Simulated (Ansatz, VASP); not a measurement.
# BaTiO3: VASP beside Ansatz

The input INCAR:

```
SYSTEM = BaTiO3
PREC = Accurate ; ENCUT = 520
EDIFF = 1E-6 ; ISMEAR = 0
SIGMA = 0.05 ; LREAL = .FALSE.
LASPH = .TRUE. ; NELM = 100
ALGO = Normal ; ISIF = 2
LWAVE = .FALSE. ; LCHARG = .FALSE.
GGA = PE ; NBANDS = 28
```

The input KPOINTS:

```
Automatic mesh
0
G
  8 8 8
  0 0 0
```

File POSCAR:

```
BaTiO3
1.0
    4.0192501416      0.0000000000      0.0000000000
    0.0000000000      4.0192501416      0.0000000000
    0.0000000000      0.0000000000      4.0192501416
Ba Ti O
1 1 3
Direct
    0.5000000000      0.5000000000      0.5000000000
    0.0000000000      0.0000000000      0.0000000000
    0.5000000000     -0.0246302036     -0.0246302036
    0.0000000000      0.5000000000      0.0000000000
    0.0000000000      0.0000000000      0.5000000000
```

Input for Ansatz:

```yaml
crystal:
  lattice:
    - [4.0192501416, 0.0, 0.0]
    - [0.0, 4.0192501416, 0.0]
    - [0.0, 0.0, 4.0192501416]
  atoms:
    - { symbol: Ba, position: [0.5, 0.5, 0.5] }
    - { symbol: Ti, position: [0.0, 0.0, 0.0] }
    - { symbol: O, position: [0.5, -0.0246302036, -0.0246302036] }
    - { symbol: O, position: [0.0, 0.5, 0.0] }
    - { symbol: O, position: [0.0, 0.0, 0.5] }
basis:
  ecutwfc: 420
kpoints:
  mp_grid: { grid: [8, 8, 8] }
hamiltonian:
  xc: pbe
scf:
  occupations: { method: gaussian, width: 0.05 }
output:
  forces: true
  stress: true
  eigenvalues: true
```

Alike in both runs: task single point; functional PBE; k mesh 8 × 8 × 8; occupations gaussian, width 0.05 eV; no spin polarisation.

|  | VASP | Ansatz |
| --- | --- | --- |
| version | VASP 6.6.1 | Ansatz 0.2.0 |
| potentials or method | VASP PAW PBE potentials, release 64 (Ba_sv, Ti_sv, O), cutoff 520 eV | scalar-relativistic, plane waves, PAW |
| valence electrons in the cell | 40 | 40 |

|  | VASP | Ansatz | Ansatz less VASP |
| --- | --- | --- | --- |
| gap on the k mesh at the Fermi level (eV) | 1.70 | 1.76 | +0.062 |
| least direct gap on the mesh (eV) | 1.88 | 1.91 | +0.024 |
| pressure (GPa) | 1.8 | 0.1 | -1.73 |
| traceless stress, the component that is largest in VASP (GPa) | -0.20 | -0.16 | +0.036 |
| rms of the force components (eV/Å) | 0.265 | 0.256 | -0.0093 |

Atom by atom the forces differ by 0.016 eV/Å (rms over components).

Neither program's run includes spin-orbit coupling.
